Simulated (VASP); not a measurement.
Wanted: the native input for a VASP 6.6.1 run.

```yaml
Task: single point
Functional: PBE
Potentials_or_basis: VASP PAW PBE potentials, release 64 (Sc_sv)
Cutoff: 520 eV
k_mesh: 13 × 13 × 7
Occupations: fermi-dirac, width 0.05 eV
Spin: no spin polarisation
Dipole_correction: no
Further_INCAR_settings: ALGO = Normal; EDIFF = 1e-06; NBANDS = 18
```

The structure of Sc lies in POSCAR:

```
Sc
1.0
    1.6600078289     -2.8752179006      0.0000000000
    1.6600078289      2.8752179006      0.0000000000
    0.0000000000      0.0000000000      5.1663016810
Sc
2
Direct
    0.6666666670      0.3333333330      0.2500000000
    0.3333333330      0.6666666670      0.7500000000
```

One way to write it, as run:

INCAR

```
SYSTEM = Sc
PREC = Accurate
ENCUT = 520
EDIFF = 1E-6
ISMEAR = -1
SIGMA = 0.05
LREAL = .False.
LASPH = .True.
NELM = 80
ALGO = Normal
ISIF = 2
LWAVE = .False.
LCHARG = .False.
GGA = PE
NBANDS = 18
```

KPOINTS

```
Automatic mesh
0
Gamma
  13 13 7
  0 0 0
```

Potentials or basis: VASP PAW PBE potentials, release 64 (Sc_sv).

Run with:

```bash
$ cat potpaw_PBE.64/Sc_sv/POTCAR > POTCAR
$ mpirun -np 1 vasp_std > vasp.out
```

Results of the run:

```
Pressure               : 0.0 GPa
Band gap on the k mesh : zero (bands 11 and 12 overlap by 1.31 eV)
```

It took 40 s on 1 thread of Intel(R) Xeon(R) Platinum 8488C (Sapphire Rapids) (shared host), peak memory 0.21 GiB.
